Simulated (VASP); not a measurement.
# BN (P6_3/mmc) in VASP: further runs, part 2 of 2

VASP 6.6.1. Earlier steps stand in the parts before.

## 3. Single point, r2SCAN (10.60 Å³/atom)

This run uses another cell than the first one, of 10.60 Å³/atom.

POSCAR reads:

```
BN
1.0
    2.5033152166      0.0000000000      0.0000000000
   -1.2516576083      2.1679345713      0.0000000000
    0.0000000000      0.0000000000      7.8145009027
B N
2 2
Direct
    0.3333333333      0.6666666667      0.2500000000
    0.6666666667      0.3333333333      0.7500000000
    0.3333333333      0.6666666667      0.7500000000
    0.6666666667      0.3333333333      0.2500000000
```

INCAR.step1 reads:

```
PREC = Accurate ; ENCUT = 520
ISMEAR = 0 ; SIGMA = 0.05
LREAL = F ; LASPH = T
NELM = 80 ; NBANDS = 16
GGA = PE ; ALGO = Normal
EDIFF = 1E-4 ; LWAVE = T
LCHARG = F
```

INCAR.step2 reads:

```
PREC = Accurate ; ENCUT = 520
EDIFF = 1E-7 ; ISMEAR = 0
SIGMA = 0.05 ; LREAL = F
LASPH = T ; NELM = 80
ALGO = Normal ; ISIF = 2
LWAVE = F ; LCHARG = T
METAGGA = R2SCAN ; LMIXTAU = T
LELF = T ; LVHAR = T
NBANDS = 16 ; ISTART = 1
```

KPOINTS reads:

```
regular mesh
0
Gamma
  10 10 4
```

Potentials or basis: VASP PAW PBE potentials, release 64 (B, N).

On the command line:

```
$ cat potpaw_PBE.64/B/POTCAR potpaw_PBE.64/N/POTCAR > POTCAR
$ cp INCAR.step1 INCAR
$ mpirun -np 1 vasp_std > vasp.out
$ cp INCAR.step2 INCAR
$ mpirun -np 1 vasp_std > vasp.out
```

OUTCAR:

```text
PREC = Accurate
   ENCUT = 520
   EDIFF = 1E-7
   ISMEAR = 0
   LREAL = F
   LASPH = T
   NELM = 80
   ISIF = 2
   METAGGA = R2SCAN
   ISTART = 1

 ion  position               nearest neighbor table
   1  0.333  0.667  0.250-   4 1.45   4 1.45   4 1.45
   2  0.667  0.333  0.750-   3 1.45   3 1.45   3 1.45
   3  0.333  0.667  0.750-   2 1.45   2 1.45   2 1.45
   4  0.667  0.333  0.250-   1 1.45   1 1.45   1 1.45

  LATTYP: Found a hexagonal cell.
 ALAT       =     2.5033152166
 C/A-ratio  =     3.1216607684

  Lattice vectors:

 A1 = (   2.5033152166,   0.0000000000,   0.0000000000)
 A2 = (  -1.2516576083,   2.1679345713,   0.0000000000)
 A3 = (   0.0000000000,   0.0000000000,   7.8145009027)

Analysis of symmetry for initial positions (statically):
=====================================================================
 Subroutine PRICEL returns:
 Original cell was already a primitive cell.

 Routine SETGRP: Setting up the symmetry group for a
 hexagonal supercell.

 Subroutine GETGRP returns: Found 24 space group operations
 (whereof 12 operations were pure point group operations)
 out of a pool of 24 trial point group operations.

The static configuration has the point symmetry D_3d.
 The point group associated with its full space group is D_6h.

Analysis of symmetry for dynamics (positions and initial velocities):
=====================================================================
 Subroutine PRICEL returns:
 Original cell was already a primitive cell.

 Routine SETGRP: Setting up the symmetry group for a
 hexagonal supercell.

 Subroutine GETGRP returns: Found 24 space group operations
 (whereof 12 operations were pure point group operations)
 out of a pool of 24 trial point group operations.

The dynamic configuration has the point symmetry D_3d.
[... 122 lines left out ...]
   IMIX   =      4    mixing-type and parameters
     AMIX     =   0.40;   BMIX     =  1.00
     AMIX_MAG =   1.60;   BMIX_MAG =  1.00
  volume/ion in A,a.u.               =      10.60        71.55
  Fermi-wavevector in a.u.,A,eV,Ry     =   1.182934  2.235421 19.039079  1.399333
  Thomas-Fermi vector in A             =   2.319178
   LORBIT       =      0    0 simple, 1 ext, 2 COOP (PROOUT), +10 PAW based schemes
   METAGGA = R2SCAN    functional components
   LHFCALC =     F    Hartree Fock is set to
   AEXX    =    0.0000 exact exchange contribution
   IVDW    =     0    specifies the selected vdW correction
   LEPSILON=     F    determine dielectric tensor
   LRPA    =     F    only Hartree local field effects (RPA)
 non-spin polarized calculation
 Gauss-broadening in eV      SIGMA  =   0.05
  energy-cutoff  :      520.00
  volume of cell :       42.41
 maximum number of plane-waves:      1156
 NGX is ok and might be reduce to    20
   NGX =  9   NGY =  9   NGZ = 29

 number of electron      15.9999998 magnetization

 Free energy of the ion-electron system (eV)
  ---------------------------------------------------
  ext. energy  EPLUGINS =         0.00000000
  ---------------------------------------------------
  free energy    TOTEN  =       -38.57359156 eV

  energy without entropy =      -38.57359156  energy(sigma->0) =      -38.57359156

 E-fermi :   0.9643     XC(G=0):  -9.6322

 val. band max:        0.7302677882   @ k =   0.3000   0.3000   0.0000
 cond. band min:       5.6035531564   @ k =   0.0000   0.0000   0.0000
 fundamental gap:      4.8732853682
 Fermi energy:         0.9642534076

 k-point     1 :       0.0000    0.0000    0.0000
  band No.  band energies     occupation
      1     -17.8975      2.00000
      2     -17.8242      2.00000
      3      -5.0245      2.00000
      4      -4.1002      2.00000
      5      -0.5494      2.00000
      6      -0.5494      2.00000
[... 433 lines left out ...]
      3      -8.1008      2.00000
      4      -8.0877      2.00000
      5      -3.9909      2.00000
      6      -3.9811      2.00000
[... 8 lines left out ...]
     15      16.0432      0.00000
     16      17.5103      0.00000

 [... further k-points ...]

------------------------ aborting loop because EDIFF is reached ----------------------------------------

  FORCE on cell =-STRESS in cart. coord.  units (eV):
  Direction    XX          YY          ZZ          XY          YZ          ZX
  --------------------------------------------------------------------------------------
  -------------------------------------------------------------------------------------
  Total       -0.0939765     -0.0939765     -0.3258136      0.0000000     -0.0000000      0.0000000
  in kB       -3.5503132     -3.5503132    -12.3088304      0.0000000     -0.0000000      0.0000000
  external PRESSURE =      -6.4698189 kB  Pullay stress =       0.0000000 kB

 VOLUME and BASIS-vectors are now :
 -----------------------------------------------------------------------------
  energy-cutoff  :      520.00
  volume of cell :       42.41
      direct lattice vectors                 reciprocal lattice vectors
     2.503315217  0.000000000  0.000000000     0.399470268  0.230634267  0.000000000
    -1.251657608  2.167934571  0.000000000     0.000000000  0.461268533  0.000000000
     0.000000000  0.000000000  7.814500903     0.000000000  0.000000000  0.127967226

 POSITION                                       TOTAL-FORCE (eV/Angst)
 -----------------------------------------------------------------------------------
     -0.00000      1.44529      1.95363         0.000000     -0.000000      0.000000
      1.25166      0.72264      5.86088        -0.000000      0.000000      0.000000
     -0.00000      1.44529      5.86088         0.000000     -0.000000      0.000000
      1.25166      0.72264      1.95363         0.000000      0.000000      0.000000
 -----------------------------------------------------------------------------------
    total drift:                               -0.000000      0.000000     -0.000000

  FREE ENERGIE OF THE ION-ELECTRON SYSTEM (eV)
  ---------------------------------------------------
  free  energy   TOTEN  =       -38.5735915637 eV

  energy  without entropy=      -38.5735915637  energy(sigma->0) =      -38.57359156
```

OSZICAR.step1:

```text
N       E                     dE             d eps       ncg     rms          rms(c)
DAV:   1     0.570170783200E+02    0.57017E+02   -0.77448E+03  1344   0.904E+02
DAV:   2    -0.349276112528E+02   -0.91945E+02   -0.81390E+02  1912   0.218E+02
DAV:   3    -0.389166841822E+02   -0.39891E+01   -0.39639E+01  1816   0.456E+01
DAV:   4    -0.389488432980E+02   -0.32159E-01   -0.32156E-01  1608   0.464E+00
DAV:   5    -0.389492129589E+02   -0.36966E-03   -0.36966E-03  1800   0.463E-01    0.113E+01
DAV:   6    -0.356121276489E+02    0.33371E+01   -0.55537E+00  1720   0.176E+01    0.508E+00
DAV:   7    -0.352980168903E+02    0.31411E+00   -0.64497E-01  1752   0.546E+00    0.318E+00
DAV:   8    -0.352038780581E+02    0.94139E-01   -0.28954E-01  1824   0.349E+00    0.524E-01
DAV:   9    -0.351990588772E+02    0.48192E-02   -0.19231E-02  1480   0.109E+00    0.201E-01
DAV:  10    -0.352006930722E+02   -0.16342E-02   -0.17375E-03  1416   0.323E-01    0.378E-02
DAV:  11    -0.352008879310E+02   -0.19486E-03   -0.15131E-04  1616   0.958E-02    0.284E-02
DAV:  12    -0.352009056348E+02   -0.17704E-04   -0.34080E-05  1080   0.430E-02
   1 F= -.35200906E+02 E0= -.35200906E+02  d E =-.708107E-19
```

Wall time 1.8 min (1 thread of Intel Xeon Platinum 8259CL at 2.50GHz (Skylake/Cascade Lake), shared host); peak memory 0.17 GiB.

Results:

```
Free energy            : -38.5736 eV
Pressure               : -0.6 GPa
Band gap on the k mesh : 4.87 eV (least direct gap 5.62 eV)
```

Caveat: the PAW data sets were made with another functional, which shifts forces and pressure a little. A k mesh can miss the band edges.

## 4. Relaxation of shape and atoms at fixed volume, r2SCAN (10.60 Å³/atom)

This run uses another cell than the first one, of 10.60 Å³/atom.

POSCAR reads:

```
BN
1.0
    2.4978535233      0.0000000000      0.0000000000
   -1.2489267616      2.1632046061      0.0000000000
    0.0000000000      0.0000000000      7.8487119310
B N
2 2
Direct
    0.3333333333      0.6666666667      0.2500000000
    0.6666666667      0.3333333333      0.7500000000
    0.3333333333      0.6666666667      0.7500000000
    0.6666666667      0.3333333333      0.2500000000
```

INCAR.step1 reads:

```
PREC     = Accurate       # precision mode
ENCUT    = 600            # plane-wave cutoff, eV
ISMEAR   = 0              # smearing method
SIGMA    = 0.05           # smearing width, eV
LREAL    = False          # projectors in reciprocal space
LASPH    = True           # aspherical terms in the spheres
NELM     = 80             # most SCF steps
GGA      = PE             # functional
ALGO     = Normal         # electronic algorithm
EDIFF    = 1E-4           # SCF threshold, eV
LWAVE    = True           # write WAVECAR
LCHARG   = False          # write CHGCAR
```

INCAR.step2 reads:

```
PREC     = Accurate       # precision mode
ENCUT    = 600            # plane-wave cutoff, eV
EDIFF    = 1E-6           # SCF threshold, eV
ISMEAR   = 0              # smearing method
SIGMA    = 0.05           # smearing width, eV
LREAL    = False          # projectors in reciprocal space
LASPH    = True           # aspherical terms in the spheres
NELM     = 80             # most SCF steps
ALGO     = Normal         # electronic algorithm
ISIF     = 4              # what is computed and relaxed
LWAVE    = False          # write WAVECAR
LCHARG   = False          # write CHGCAR
METAGGA  = R2SCAN         # meta-GGA
LMIXTAU  = True         
IBRION   = 2              # ionic algorithm
NSW      = 60             # ionic steps
EDIFFG   = -0.01          # ionic threshold
ISTART   = 1
```

KPOINTS is that of step 3.

On the command line:

```
$ cat potpaw_PBE.64/B/POTCAR potpaw_PBE.64/N/POTCAR > POTCAR
$ cp INCAR.step1 INCAR
$ mpirun -np 1 vasp_std > vasp.out
$ cp INCAR.step2 INCAR
$ mpirun -np 1 vasp_std > vasp.out
```

It took 2.5 min on 1 thread of Intel Xeon Platinum 8259CL at 2.50GHz (Skylake/Cascade Lake), shared host; peak memory 0.17 GiB.

Results (log left out):

```yaml
Free_energy: -38.5774 eV
Energy_gained_by_relaxing: 0.6 meV/atom
Ionic_steps: 2
Pressure_after_relaxing: -1.1 GPa
Band_gap_on_the_k_mesh: 4.88 eV (least direct gap 5.61 eV)
```

The path:
```csv
step,energy change (eV),largest force (eV/Å),pressure (GPa),volume (Å³)
1,0.0000,0.0000,0.76,42.41
2,-0.0022,0.0000,-1.13,42.41
```

Final structure:
```xyz
4
Lattice="2.5054 0.0000 0.0000 -1.2527 2.1697 0.0000 0.0000 0.0000 7.8017" Properties=species:S:1:pos:R:3 pbc="T T T"
B     0.0000    1.4465    1.9504
B     1.2527    0.7232    5.8513
N     0.0000    1.4465    5.8513
N     1.2527    0.7232    1.9504
```

Levels at points of the mesh, in eV from the valence-band top:
| k point | band 6 | band 7 | band 8 | band 9 | band 10 | band 11 |
| --- | --- | --- | --- | --- | --- | --- |
| (0.00, 0.00, 0.00) | -1.28 | -1.28 | -1.28 | 4.88 | 8.98 | 11.71 |
| (0.50, 0.00, 0.00) | -4.19 | -1.02 | -0.64 | 5.18 | 5.88 | 10.21 |
| (0.00, 0.00, 0.50) | -1.28 | -1.28 | -1.28 | 6.51 | 6.51 | 12.42 |
| (0.50, 0.00, 0.50) | -4.20 | -0.83 | -0.83 | 5.47 | 5.47 | 10.58 |

Caveat: the PAW data sets were made with another functional, which shifts forces and pressure a little. r2SCAN opens gaps a little over a GGA but as a rule still falls short of measured ones.

## 5. Relaxation of shape and atoms at fixed volume, r2SCAN

POSCAR reads:

```
BN
1.0
    2.5122969606      0.0000000000      0.0000000000
   -1.2561484803      2.1757129897      0.0000000000
    0.0000000000      0.0000000000      7.8101656313
B N
2 2
Direct
    0.3333333333      0.6666666667      0.2500000000
    0.6666666667      0.3333333333      0.7500000000
    0.3333333333      0.6666666667      0.7500000000
    0.6666666667      0.3333333333      0.2500000000
```

INCAR.step1 reads:

```
  PREC = Accurate
  ENCUT = 600
  ISMEAR = 0
  SIGMA = 0.05
  LREAL = False
  LASPH = True
  NELM = 100
  GGA = PE
  ALGO = Normal
  EDIFF = 1E-4
  LWAVE = True
  LCHARG = False
```

INCAR.step2 reads:

```
  PREC = Accurate
  ENCUT = 600
  EDIFF = 1E-7
  ISMEAR = 0
  SIGMA = 0.05
  LREAL = False
  LASPH = True
  NELM = 100
  ALGO = Normal
  ISIF = 4
  LWAVE = False
  LCHARG = False
  METAGGA = R2SCAN
  LMIXTAU = True
  IBRION = 2
  NSW = 60
  EDIFFG = -0.02
  ISTART = 1
```

KPOINTS reads:

```
Automatic mesh
0
Gamma
  10 10 4
```

Potentials or basis: VASP PAW PBE potentials, release 64 (B, N).

On the command line:

```
$ cat potpaw_PBE.64/B/POTCAR potpaw_PBE.64/N/POTCAR > POTCAR
$ cp INCAR.step1 INCAR
$ mpirun -np 1 vasp_std > vasp.out
$ cp INCAR.step2 INCAR
$ mpirun -np 1 vasp_std > vasp.out
```

OUTCAR:

```text
PREC = Accurate
   ENCUT = 600
   EDIFF = 1E-7
   ISMEAR = 0
   LREAL = False
   LASPH = True
   NELM = 100
   ISIF = 4
   METAGGA = R2SCAN
   IBRION = 2
   NSW = 60
   EDIFFG = -0.02
   ISTART = 1

 ion  position               nearest neighbor table
   1  0.333  0.667  0.250-   4 1.45   4 1.45   4 1.45
   2  0.667  0.333  0.750-   3 1.45   3 1.45   3 1.45
   3  0.333  0.667  0.750-   2 1.45   2 1.45   2 1.45
   4  0.667  0.333  0.250-   1 1.45   1 1.45   1 1.45

  LATTYP: Found a hexagonal cell.
[... 612 lines left out ...]
  --------------------------------------------------------------------------------------
  -------------------------------------------------------------------------------------
  Total       -0.3043344     -0.3043344     -0.2963986      0.0000000     -0.0000000      0.0000000
  in kB      -11.4216476    -11.4216476    -11.1238179      0.0000000     -0.0000000      0.0000000
  external PRESSURE =     -11.3223710 kB  Pullay stress =       0.0000000 kB

 VOLUME and BASIS-vectors are now :
 -----------------------------------------------------------------------------
  energy-cutoff  :      600.00
  volume of cell :       42.69
      direct lattice vectors                 reciprocal lattice vectors
     2.505401582  0.000000000  0.000000000     0.399137610  0.230442207 -0.000000000
    -1.252700791  2.169741417  0.000000000     0.000000000  0.460884413 -0.000000000
     0.000000000  0.000000000  7.853215144     0.000000000 -0.000000000  0.127336382

 POSITION                                       TOTAL-FORCE (eV/Angst)
 -----------------------------------------------------------------------------------
     -0.00000      1.44649      1.96330        -0.000000      0.000000      0.000000
      1.25270      0.72325      5.88991        -0.000000     -0.000000      0.000000
     -0.00000      1.44649      5.88991         0.000000     -0.000000      0.000000
      1.25270      0.72325      1.96330        -0.000000      0.000000      0.000000
 -----------------------------------------------------------------------------------
    total drift:                               -0.000000      0.000000      0.000000

  FREE ENERGIE OF THE ION-ELECTRON SYSTEM (eV)
  ---------------------------------------------------
  free  energy   TOTEN  =       -38.5758833210 eV

  energy  without entropy=      -38.5758833210  energy(sigma->0) =      -38.57588332

 reached required accuracy - stopping structural energy minimisation
```

It took 2.8 min on 1 thread of Intel Xeon Platinum 8259CL at 2.50GHz (Skylake/Cascade Lake), shared host; peak memory 0.18 GiB.

Results:

| Item | Value |
| --- | --- |
| Free energy | -38.5759 eV |
| Energy gained by relaxing | 0.5 meV/atom |
| Ionic steps | 2 |
| Pressure after relaxing | -1.1 GPa |
| Band gap on the k mesh | 4.86 eV (least direct gap 5.61 eV) |

The path:
```
step  energy change (eV)  largest force (eV/Å)  pressure (GPa)  volume (Å³)
   1              0.0000                0.0000           -2.83        42.69
   2             -0.0019                0.0000           -1.13        42.69
```

Final structure:
```
B N
1.0
     2.50540    0.00000    0.00000
    -1.25270    2.16974    0.00000
     0.00000    0.00000    7.85322
B N
2 2
Direct
  0.33333 0.66667 0.25000
  0.66667 0.33333 0.75000
  0.33333 0.66667 0.75000
  0.66667 0.33333 0.25000
```

Levels at points of the mesh, in eV from the valence-band top:
```csv
k point,band 6,band 7,band 8,band 9,band 10,band 11
"(0.00, 0.00, 0.00)",-1.28,-1.27,-1.27,4.86,8.90,11.64
"(0.50, 0.00, 0.00)",-4.19,-1.01,-0.65,5.20,5.88,10.21
"(0.00, 0.00, 0.50)",-1.28,-1.28,-1.28,6.47,6.47,12.42
"(0.50, 0.00, 0.50)",-4.19,-0.83,-0.83,5.47,5.47,10.58
```

Caveat: the PAW data sets were made with another functional, which shifts forces and pressure a little. A k mesh can miss the band edges.

## 6. Overview

| task | cell | cutoff (eV) | gap on the mesh (eV) | pressure (GPa) |
| --- | --- | --- | --- | --- |
| single point | a = 2.503, b = 2.503, c = 7.866 Å, angles 90.0, 90.0, 120.0°, 4 atoms | 520 | 4.86 | -0.7 |
| single point | a = 2.503, b = 2.503, c = 7.815 Å, angles 90.0, 90.0, 120.0°, 4 atoms | 520 | 4.87 | -0.6 |
| relaxation of shape and atoms at fixed volume | relaxed from a = 2.498, b = 2.498, c = 7.849 Å, angles 90.0, 90.0, 120.0°, 4 atoms | 600 | 4.88 | -1.1 |
| relaxation of shape and atoms at fixed volume | relaxed from a = 2.512, b = 2.512, c = 7.810 Å, angles 90.0, 90.0, 120.0°, 4 atoms | 600 | 4.86 | -1.1 |

Alike in all rows: level r2SCAN; potentials or basis VASP PAW PBE potentials, release 64 (B, N); no spin polarisation; k mesh 10 × 10 × 4; smearing gaussian 0.05 eV.

Caveats: the PAW data sets were made with another functional, which shifts forces and pressure a little.

Absolute energies hang on the potentials; compare differences alone.
